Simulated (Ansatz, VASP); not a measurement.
# One calculation of Fe, two programs

```
Fe
1.0
     2.43416    0.00000    0.00000
    -1.21708    2.10804    0.00000
     0.00000    0.00000    3.84193
Fe
2
Cartesian
  1.2171 0.7027 2.8815
  0.0000 1.4054 0.9605
```

Alike in both runs: task single point; functional r2SCANh; k mesh 6 × 6 × 4; occupations fermi-dirac, width 0.05 eV; collinear spin.

```csv
,VASP,Ansatz
version,VASP 6.6.1,Ansatz 0.2.0
potentials or method,"VASP PAW PBE potentials, release 64 (Fe)",Ansatz PAW
plane-wave cutoff (eV),520,500
valence electrons in the cell,16,32
```

VASP gave:

* gap on the k mesh at the Fermi level (eV): none
* net moment per atom (μB): 0.28
* size of the moment on the site where the two differ most (μB): 0.28

Task: What did Ansatz give for the same quantities?

Result: gap on the k mesh at the Fermi level (eV): none; net moment per atom (μB): 2.68; size of the moment on the site where the two differ most (μB): 2.79.

The net moments are unlike, so the other rows may belong to different states. VASP's potentials were made for PBE, not for r2SCANh. Site moments also hang on the region over which each program counts them. A gap of «none» marks a metal or a gap that the smearing closes. VASP's potentials hold 16 valence electrons a cell and Ansatz's 32, so a difference there can come from the potentials and not from the codes.

The k mesh is coarse, so the values compare programs but aren't converged. Noted on Ansatz's run: the magnetic or orbital state may not be the lowest.
